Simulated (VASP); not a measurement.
# LiH (I4/mmm) in VASP: notebook

LiH is run at these levels: PBE; tasks: single point.

Everything below comes from runs of VASP 6.6.1. Logs are shortened: lines on timing, memory, paths and dates and some standing lists are left out, and cuts for length are marked.

### 1 The cell of the first run

It takes space group I4/mmm (No. 139, tetragonal). The conventional cell has a = 2.644 Å, b = 2.644 Å, c = 3.902 Å, α = 90.00°, β = 90.00°, γ = 90.00°. Within 2.5 Å of Li (site symmetry 4/mmm) lie 6 H at 1.87 to 1.95 Å. Within 2.5 Å of H (site symmetry 4/mmm) lie 6 Li at 1.87 to 1.95 Å.

### 2 Single point, PBE (strain -0.080 along x and y, -0.040 along z)

File INCAR:

```
SYSTEM = LiH
  ALGO = Normal
  EDIFF = 1E-6
  ENCUT = 520
  GGA = PE
  ISIF = 2
  ISMEAR = 0
  LASPH = .True.
  LCHARG = .False.
  LREAL = .False.
  LWAVE = .False.
  NBANDS = 9
  NELM = 60
  PREC = Accurate
  SIGMA = 0.05
```

File KPOINTS:

```
k-points
0
Gamma
  10 10 10
  0 0 0
```

File POSCAR:

```
LiH
1.0
    0.0000000000      1.8699000000      1.9512000000
    1.8699000000      0.0000000000      1.9512000000
    1.8699000000      1.8699000000      0.0000000000
Li H
1 1
Direct
    0.0000000000      0.0000000000      0.0000000000
    0.5000000000      0.5000000000      0.5000000000
```

Potentials or basis: VASP PAW PBE potentials, release 64 (Li_sv, H).

On the command line:

```bash
> cat potpaw_PBE.64/Li_sv/POTCAR potpaw_PBE.64/H/POTCAR > POTCAR
> mpirun -np 1 vasp_std > vasp.out
```

OUTCAR:

```text
SYSTEM = LiH
   EDIFF = 1E-6
   ENCUT = 520
   GGA = PE
   ISIF = 2
   ISMEAR = 0
   LASPH = .True.
   LREAL = .False.
   NELM = 60
   PREC = Accurate

 ion  position               nearest neighbor table
   1  0.000  0.000  0.000-
   2  0.500  0.500  0.500-

  LATTYP: Found a body centered tetragonal cell.
 ALAT       =     2.6444379403
 C/A-ratio  =     1.4757011086

  Lattice vectors:

 A1 = (  -1.8699000000,   0.0000000000,   1.9512000000)
 A2 = (   1.8699000000,   0.0000000000,   1.9512000000)
 A3 = (   0.0000000000,   1.8699000000,  -1.9512000000)

Analysis of symmetry for initial positions (statically):
=====================================================================
 Subroutine PRICEL returns:
 Original cell was already a primitive cell.

 Routine SETGRP: Setting up the symmetry group for a
 body centered tetragonal supercell.

 Subroutine GETGRP returns: Found 16 space group operations
 (whereof 16 operations were pure point group operations)
 out of a pool of 16 trial point group operations.

The static configuration has the point symmetry D_4h.

Analysis of symmetry for dynamics (positions and initial velocities):
=====================================================================
 Subroutine PRICEL returns:
 Original cell was already a primitive cell.

 Routine SETGRP: Setting up the symmetry group for a
 body centered tetragonal supercell.

 Subroutine GETGRP returns: Found 16 space group operations
 (whereof 16 operations were pure point group operations)
 out of a pool of 16 trial point group operations.

The dynamic configuration has the point symmetry D_4h.

 Subroutine INISYM returns: Found 16 space group operations
 (whereof 16 operations are pure point group operations),
 and found     1 'primitive' translations

----------------------------------------------------------------------------------------

                                     Primitive cell

  volume of cell :      13.6448

  direct lattice vectors                    reciprocal lattice vectors
     0.000000000  1.869900000  1.951200000    -0.267393978  0.267393978  0.256252563
     1.869900000  0.000000000  1.951200000     0.267393978 -0.267393978  0.256252563
     1.869900000  1.869900000  0.000000000     0.267393978  0.267393978 -0.256252563

  length of vectors
     2.702537225  2.702537225  2.644437940     0.456798046  0.456798046  0.456798046

  position of ions in fractional coordinates (direct lattice)
     0.000000000  0.000000000  0.000000000
     0.500000000  0.500000000  0.500000000

  ion indices of the primitive-cell ions
   primitive index   ion index
                 1           1
                 2           2

----------------------------------------------------------------------------------------

 KPOINTS: k-points

Automatic generation of k-mesh.
 Grid dimensions read from file:
 generate k-points for:   10   10   10

 Generating k-lattice:

  Cartesian coordinates                     Fractional coordinates (reciprocal lattice)
    -0.026739398  0.026739398  0.025625256     0.100000000  0.000000000  0.000000000
     0.026739398 -0.026739398  0.025625256     0.000000000  0.100000000  0.000000000
     0.026739398  0.026739398 -0.025625256    -0.000000000 -0.000000000  0.100000000

  Length of vectors
     0.045679805  0.045679805  0.045679805

  Shift w.r.t. Gamma in fractional coordinates (k-lattice)
     0.000000000  0.000000000  0.000000000

 Subroutine IBZKPT returns following result:
 ===========================================

 Found    102 irreducible k-points:

 Following reciprocal coordinates:
            Coordinates               Weight
  0.000000  0.000000  0.000000      1.000000
  0.100000 -0.000000  0.000000      8.000000
  0.200000 -0.000000  0.000000      8.000000
  0.300000  0.000000  0.000000      8.000000
  0.400000 -0.000000  0.000000      8.000000
  0.500000 -0.000000  0.000000      4.000000
[... 16 lines left out ...]
  0.300000  0.300000  0.000000      2.000000
  0.400000  0.300000  0.000000      8.000000
 [... further k-points ...]
   k-points           NKPTS =    102   k-points in BZ     NKDIM =    102   number of bands    NBANDS=      9
   number of dos      NEDOS =    301   number of ions     NIONS =      2
   total plane-waves  NPLWV =   8000
   dimension x,y,z NGX =    20 NGY =   20 NGZ =   20
   dimension x,y,z NGXF=    40 NGYF=   40 NGZF=   40
   ions per type =               1   1
   NGX,Y,Z   is equivalent  to a cutoff of  12.30, 12.30, 12.57 a.u.
   NGXF,Y,Z  is equivalent  to a cutoff of  24.61, 24.61, 25.15 a.u.
 SYSTEM =  LiH
   PREC   = accura    normal or accurate (medium, high low for compatibility)
   ISTART =      0    job   : 0-new  1-cont  2-samecut
   ICHARG =      2    charge: 1-file 2-atom 10-const
   ISPIN  =      1    spin polarized calculation?
   LNONCOLLINEAR =      F non collinear calculations
   LSORBIT =      F    spin-orbit coupling
   LASPH  =      T    aspherical Exc in radial PAW
   ENCUT  =  520.0 eV  38.22 Ry    6.18 a.u.   5.02  5.02  4.92*2*pi/ulx,y,z
   NELM   =     60;   NELMIN=  2; NELMDL= -5     # of ELM steps
   EDIFF  = 0.1E-05   stopping-criterion for ELM
   LREAL  =      F    real-space projection
   EDIFFG = 0.1E-04   stopping-criterion for IOM
   NSW    =      0    number of steps for IOM
   IBRION =     -1    ionic relax: 0-MD 1-quasi-New 2-CG
   NFREE  =      0    steps in history (QN), initial steepest desc. (CG)
   ISIF   =      2    stress and relaxation
   ISYM   =      2    0-nonsym 1-usesym 2-fastsym
   POTIM  = 0.5000    time-step for ionic-motion
   TEBEG  =    0.0;   TEEND  =   0.0 temperature during run
   PSTRESS=    0.0 pullay stress
   NELECT =       4.0000    total number of electrons
   NUPDOWN=      -1.0000    fix difference up-down
   EMIN   =  10.00;   EMAX   =-10.00  energy-range for DOS
   EFERMI =   0.00;   METHOD = LEGACY
   ISMEAR =     0;   SIGMA  =   0.05  broadening in eV -4-tet -1-fermi 0-gaus
   EFERMI_NEDOS =   21; number of points for ismear=-14 and -15
   IALGO  =     38    algorithm
   IMIX   =      4    mixing-type and parameters
     AMIX     =   0.40;   BMIX     =  1.00
     AMIX_MAG =   1.60;   BMIX_MAG =  1.00
  volume/ion in A,a.u.               =       6.82        46.04
  Fermi-wavevector in a.u.,A,eV,Ry     =   1.087523  2.055121 16.091710  1.182707
  Thomas-Fermi vector in A             =   2.223685
   LORBIT       =      0    0 simple, 1 ext, 2 COOP (PROOUT), +10 PAW based schemes
   GGA     = PE    functional components
   LHFCALC =     F    Hartree Fock is set to
   AEXX    =    0.0000 exact exchange contribution
   IVDW    =     0    specifies the selected vdW correction
   LEPSILON=     F    determine dielectric tensor
   LRPA    =     F    only Hartree local field effects (RPA)
 non-spin polarized calculation
 Gauss-broadening in eV      SIGMA  =   0.05
  energy-cutoff  :      520.00
  volume of cell :       13.64
 maximum number of plane-waves:       378
   NGX =  9   NGY =  9   NGZ =  9

 number of electron       3.9999998 magnetization

 Free energy of the ion-electron system (eV)
  ---------------------------------------------------
  ext. energy  EPLUGINS =         0.00000000
  ---------------------------------------------------
  free energy    TOTEN  =        -6.06770768 eV

  energy without entropy =       -6.06770768  energy(sigma->0) =       -6.06770768

 E-fermi :   1.3114     XC(G=0):  -9.0572

 val. band max:        1.0543009286   @ k =   0.5000   0.0000   0.5000
 cond. band min:       3.3511494296   @ k =   0.5000   0.5000   0.0000
 fundamental gap:      2.2968485010
 Fermi energy:         1.3114161219

 k-point     1 :       0.0000    0.0000    0.0000
  band No.  band energies     occupation
      1     -43.2542      2.00000
      2      -5.1355      2.00000
      3      19.2330      0.00000
      4      20.4847      0.00000
      5      20.4848      0.00000
      6      20.8667      0.00000
      7      25.4847      0.00000
      8      25.7496      0.00000
      9      25.7496      0.00000

 k-point     2 :       0.1000   -0.0000    0.0000
  band No.  band energies     occupation
      1     -43.2461      2.00000
      2      -4.9517      2.00000
      3      17.2496      0.00000
      4      19.6815      0.00000
      5      20.1223      0.00000
      6      20.2064      0.00000
      7      25.0522      0.00000
      8      26.5794      0.00000
      9      26.6594      0.00000

 k-point     3 :       0.2000   -0.0000    0.0000
  band No.  band energies     occupation
      1     -43.2247      2.00000
      2      -4.4126      2.00000
      3      13.4468      0.00000
      4      18.2466      0.00000
      5      19.3885      0.00000
      6      19.5515      0.00000
      7      25.4385      0.00000
      8      26.3616      0.00000
      9      27.2070      0.00000

 k-point     4 :       0.3000    0.0000    0.0000
  band No.  band energies     occupation
      1     -43.1981      2.00000
      2      -3.5797      2.00000
      3       9.9206      0.00000
      4      17.0182      0.00000
      5      18.8558      0.00000
      6      19.2650      0.00000
      7      23.4137      0.00000
      8      24.8465      0.00000
      9      27.9676      0.00000
[... 205 lines left out ...]
 k-point    22 :      -0.2000    0.2000    0.0000
  band No.  band energies     occupation
      1     -43.1882      2.00000
      2      -3.1968      2.00000
      3      10.9187      0.00000
      4      11.5578      0.00000
      5      18.9413      0.00000
      6      20.2039      0.00000
      7      24.9447      0.00000
      8      27.3645      0.00000
      9      29.1865      0.00000

 k-point    23 :       0.3000    0.3000    0.0000
  band No.  band energies     occupation
      1     -43.1866      2.00000
      2      -2.8381      2.00000
      3       9.6616      0.00000
      4      14.6115      0.00000
      5      14.6115      0.00000
      6      18.0493      0.00000
      7      20.7938      0.00000
      8      32.5097      0.00000
      9      35.8600      0.00000

 k-point    24 :       0.4000    0.3000    0.0000
  band No.  band energies     occupation
      1     -43.1706      2.00000
      2      -1.8920      2.00000
      3       7.5968      0.00000
      4      12.5357      0.00000
      5      14.1663      0.00000
      6      19.1138      0.00000
      7      21.0069      0.00000
      8      33.5493      0.00000
      9      34.7442      0.00000

 [... further k-points ...]
[... 5 lines left out ...]
  --------------------------------------------------------------------------------------
  -------------------------------------------------------------------------------------
  Total        0.8025138      0.8025138      0.3689905      0.0000000      0.0000000      0.0000000
  in kB       94.2311656     94.2311656     43.3268548      0.0000000      0.0000000      0.0000000
  external PRESSURE =      77.2630620 kB  Pullay stress =       0.0000000 kB

 VOLUME and BASIS-vectors are now :
 -----------------------------------------------------------------------------
  energy-cutoff  :      520.00
  volume of cell :       13.64
      direct lattice vectors                 reciprocal lattice vectors
     0.000000000  1.869900000  1.951200000    -0.267393978  0.267393978  0.256252563
     1.869900000  0.000000000  1.951200000     0.267393978 -0.267393978  0.256252563
     1.869900000  1.869900000  0.000000000     0.267393978  0.267393978 -0.256252563

 POSITION                                       TOTAL-FORCE (eV/Angst)
 -----------------------------------------------------------------------------------
      0.00000      0.00000      0.00000         0.000000      0.000000      0.000000
      1.86990      1.86990      1.95120        -0.000000     -0.000000      0.000000
 -----------------------------------------------------------------------------------
    total drift:                                0.000000      0.000000      0.000000

  FREE ENERGIE OF THE ION-ELECTRON SYSTEM (eV)
  ---------------------------------------------------
  free  energy   TOTEN  =        -6.0677076807 eV

  energy  without entropy=       -6.0677076807  energy(sigma->0) =       -6.06770768
```

Wall time 6.8 s (1 thread of Intel Xeon 6975P-C, shared host); peak memory 0.13 GiB.

What came out:

```
Free energy            : -6.0677 eV
Band gap on the k mesh : 2.30 eV, indirect (least direct gap 2.65 eV)
```

Levels at points of the mesh, in eV from the valence-band top:
| k point | band 1 | band 2 | band 3 | band 4 | band 5 | band 6 | band 7 |
| --- | --- | --- | --- | --- | --- | --- | --- |
| (0.00, 0.00, 0.00) | -44.31 | -6.19 | 18.18 | 19.43 | 19.43 | 19.81 | 24.43 |
| (0.50, 0.00, 0.00) | -44.22 | -3.26 | 5.24 | 14.89 | 17.70 | 18.44 | 20.14 |
| (0.50, 0.50, 0.00) | -44.21 | -0.35 | 2.30 | 12.06 | 12.06 | 15.42 | 19.93 |
| (0.50, 0.00, 0.50) | -44.19 | 0.00 | 2.94 | 11.10 | 11.50 | 14.69 | 19.53 |

Caveat: the cell differs from its parent crystal (strain -0.080 along x and y, -0.040 along z); the cutoff is under 1.25 times the usual one of these potentials, so pressure, stress and relaxed cells hold a basis-set (Pulay) error. A k mesh can miss the band edges.

(Part 1 of 2 ends here.)
